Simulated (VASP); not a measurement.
Input of a VASP 6.6.1 run:

File INCAR:

```
SYSTEM = BN
ALGO = Normal
EDIFF = 1E-7
ENCUT = 520
GGA = CA
ISIF = 2
ISMEAR = 0
LASPH = .TRUE.
LCHARG = .FALSE.
LREAL = .FALSE.
LWAVE = .FALSE.
NBANDS = 16
NELM = 100
PREC = Accurate
SIGMA = 0.02
```

KPOINTS

```
k-points
0
G
  12 12 4
  0 0 0
```

POSCAR

```
BN
1.0
    2.4889448548      0.0000000000      0.0000000000
   -1.2444724274      2.1554894729      0.0000000000
    0.0000000000      0.0000000000      6.4953789008
B N
2 2
Direct
    0.3333333333      0.6666666667      0.2500000000
    0.6666666667      0.3333333333      0.7500000000
    0.3333333333      0.6666666667      0.7500000000
    0.6666666667      0.3333333333      0.2500000000
```

Potentials or basis: VASP PAW LDA potentials, release 64 (B, N).

Launch:

```sh
$ cat potpaw_LDA.64/B/POTCAR potpaw_LDA.64/N/POTCAR > POTCAR
$ mpirun -np 1 vasp_std > vasp.out
```

What does it give for the pressure?

0.5 GPa.

Estimate the band gap on the k mesh.

4.05 eV, indirect (least direct gap 4.47 eV).

Stress tensor (GPa, compression positive):
```
 0.77  0.00  0.00
 0.00  0.77  0.00
 0.00  0.00 -0.18
```

A k mesh can miss the band edges. LDA gaps usually lie below the measured ones, often by a third to a half.
